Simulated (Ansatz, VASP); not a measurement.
## One calculation of P, two programs

The input INCAR:

```
SYSTEM = P
  ALGO = Normal
  EDIFF = 1E-7
  ENCUT = 520
  GGA = PS
  ISIF = 2
  ISMEAR = 0
  LASPH = .TRUE.
  LCHARG = .FALSE.
  LREAL = .FALSE.
  LWAVE = .FALSE.
  NBANDS = 18
  NELM = 80
  PREC = Accurate
  SIGMA = 0.05
```

File KPOINTS:

```
k-points
0
G
  8 1 6
  0 0 0
```

The input POSCAR:

```
P
1.0
    3.3658209130      0.0000000000      0.0000000000
    0.0000000000     35.7284567647      0.0000000000
    0.0000000000      0.0000000000      4.8636889455
P
4
Direct
    0.0000000000      0.9702614300      0.5921507200
    0.0000000000      0.0297385700      0.4078492800
    0.5000000000      0.0297385700      0.0921507200
    0.5000000000      0.9702614300      0.9078492800
```

Input for Ansatz:

```yaml
crystal:
  lattice:
    - [3.365820913, 0.0, 0.0]
    - [0.0, 35.7284567647, 0.0]
    - [0.0, 0.0, 4.8636889455]
  atoms:
    - { symbol: P, position: [0.0, 0.97026143, 0.59215072] }
    - { symbol: P, position: [0.0, 0.02973857, 0.40784928] }
    - { symbol: P, position: [0.5, 0.02973857, 0.09215072] }
    - { symbol: P, position: [0.5, 0.97026143, 0.90784928] }
basis:
  ecutwfc: 420
kpoints:
  mp_grid: { grid: [8, 1, 6] }
hamiltonian:
  xc: pbesol
scf:
  occupations: { method: gaussian, width: 0.05 }
output:
  forces: true
  stress: true
  eigenvalues: true
```

Change from the starting cell: strain +0.025 along x and y, +0.050 along z, atoms carried along.

Alike in both runs: task single point; functional PBEsol; k mesh 8 × 1 × 6; occupations gaussian, width 0.05 eV; no spin polarisation.

```csv
,VASP,Ansatz
version,VASP 6.6.1,Ansatz 0.2.0
potentials or method,"VASP PAW PBE potentials, release 64 (P), cutoff 520 eV","scalar-relativistic, plane waves, PAW"
valence electrons in the cell,20,20
```

|  | VASP | Ansatz | Ansatz less VASP |
| --- | --- | --- | --- |
| gap on the k mesh at the Fermi level (eV) | 1.09 | 1.07 | -0.017 |
| least direct gap on the mesh (eV) | 1.09 | 1.07 | -0.017 |
| rms of the force components (eV/Å) | 0.368 | 0.359 | -0.0099 |

VASP's potentials were made for PBE, not for PBEsol. Atom by atom the forces differ by 0.010 eV/Å (rms over components).
